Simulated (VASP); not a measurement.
Write the native input for VASP 6.6.1 that does the following.

| Quantity | Value |
| --- | --- |
| Task | electric field gradients |
| Functional | PBEsol |
| Potentials or basis | VASP PAW PBE potentials, release 64 (Sb) |
| Cutoff | 520 eV |
| k mesh | 14 × 14 × 14 |
| Occupations | fermi-dirac, width 0.03 eV |
| Spin | no spin polarisation |
| Dipole correction | no |
| Further INCAR settings | ALGO = Normal; EDIFF = 1e-08; NBANDS = 8 |

The structure of Sb lies in POSCAR:

```
Sb
1.0
    0.0000000000      2.3502075557      2.3502075557
    2.3502075557      0.0000000000      2.3502075557
    2.3502075557      2.3502075557      0.0000000000
Sb
1
Direct
    0.0000000000      0.0000000000      0.0000000000
```

This cell differs from its parent crystal: volume scaled by 1.06.

One way to write it, as run:

INCAR

```
PREC     = Accurate       # precision mode
ENCUT    = 520            # plane-wave cutoff, eV
EDIFF    = 1E-8           # SCF threshold, eV
ISMEAR   = -1             # smearing method
SIGMA    = 0.03           # smearing width, eV
LREAL    = F              # projectors in reciprocal space
LASPH    = T              # aspherical terms in the spheres
NELM     = 80             # most SCF steps
ALGO     = Normal         # electronic algorithm
ISIF     = 2              # what is computed and relaxed
LWAVE    = F              # write WAVECAR
LCHARG   = F              # write CHGCAR
GGA      = PS             # functional
LEFG     = T            
NBANDS   = 8              # bands
```

KPOINTS

```
regular mesh
0
Gamma
  14 14 14
```

Potentials or basis: VASP PAW PBE potentials, release 64 (Sb).

Command:

```console
$ cat potpaw_PBE.64/Sb/POTCAR > POTCAR
$ mpirun -np 1 vasp_std > vasp.out
```

It gave:

```
Pressure : 0.5 GPa
```

Caveat: without QUAD_EFG the Cq values of the log hold for a quadrupole moment of 1 mb, not for the nuclei; the PAW data sets were made with another functional, which shifts forces and pressure a little.

It took 12 s on 1 thread of Intel(R) Xeon(R) 6975P-C (Granite Rapids), on a shared host, peak memory 0.17 GiB.
